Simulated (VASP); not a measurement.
Wanted: the native input for a VASP 6.6.1 run.

* Task: single point
* Functional: LDA
* Potentials or basis: VASP PAW LDA potentials, release 64 (Pt, Se)
* Cutoff: 520 eV
* k mesh: 12 × 12 × 10
* Occupations: fermi-dirac, width 0.02 eV
* Spin: no spin polarisation
* Dipole correction: no
* Further INCAR settings: ALGO = Normal; EDIFF = 1e-07; NBANDS = 18

The structure of PtSe2 lies in POSCAR:

```
PtSe2
1.0
    3.7240006046      0.0000000000      0.0000000000
   -1.8620003023      3.4185838749      0.0000000000
    0.0000000000      0.0000000000      5.0620000000
Pt Se
1 2
Direct
    0.0000000000      0.0000000000      0.0000000000
    0.3333333333      0.6666666667      0.2500000000
    0.6666666667      0.3333333333      0.7500000000
```

This cell differs from its parent crystal: strain +0.0600 x Voigt [0, 1, 0, 0, 0, 0].

One way to write it, as run:

INCAR

```
SYSTEM = PtSe2
PREC     = Accurate       ! precision mode
ENCUT    = 520            ! plane-wave cutoff, eV
EDIFF    = 1E-7           ! SCF threshold, eV
ISMEAR   = -1             ! smearing method
SIGMA    = 0.02           ! smearing width, eV
LREAL    = .FALSE.        ! projectors in reciprocal space
LASPH    = .TRUE.         ! aspherical terms in the spheres
NELM     = 60             ! most SCF steps
ALGO     = Normal         ! electronic algorithm
ISIF     = 2              ! what is computed and relaxed
LWAVE    = .FALSE.        ! write WAVECAR
LCHARG   = .FALSE.        ! write CHGCAR
GGA      = CA             ! functional
NBANDS   = 18             ! bands
```

KPOINTS

```
regular mesh
0
G
  12 12 10
  0 0 0
```

Potentials or basis: VASP PAW LDA potentials, release 64 (Pt, Se).

Run with:

```console
$ cat potpaw_LDA.64/Pt/POTCAR potpaw_LDA.64/Se/POTCAR > POTCAR
$ mpirun -np 1 vasp_std > vasp.out
```

It gave:

```
Pressure               : -7.4 GPa
Largest force          : 0.378 eV/Å
Band gap on the k mesh : zero (bands 11 and 12 overlap by 0.62 eV)
```

Caveat: the cell differs from its parent crystal (strain +0.0600 x Voigt [0, 1, 0, 0, 0, 0]); the stress differs along the axes, from -12 to -5 GPa; spin-orbit coupling is left out, which moves the levels of the heavy elements.

It took 4.9 min on 1 thread of Intel(R) Xeon(R) Platinum 8259CL CPU @ 2.50GHz (Skylake/Cascade Lake), on a shared host, peak memory 0.53 GiB.
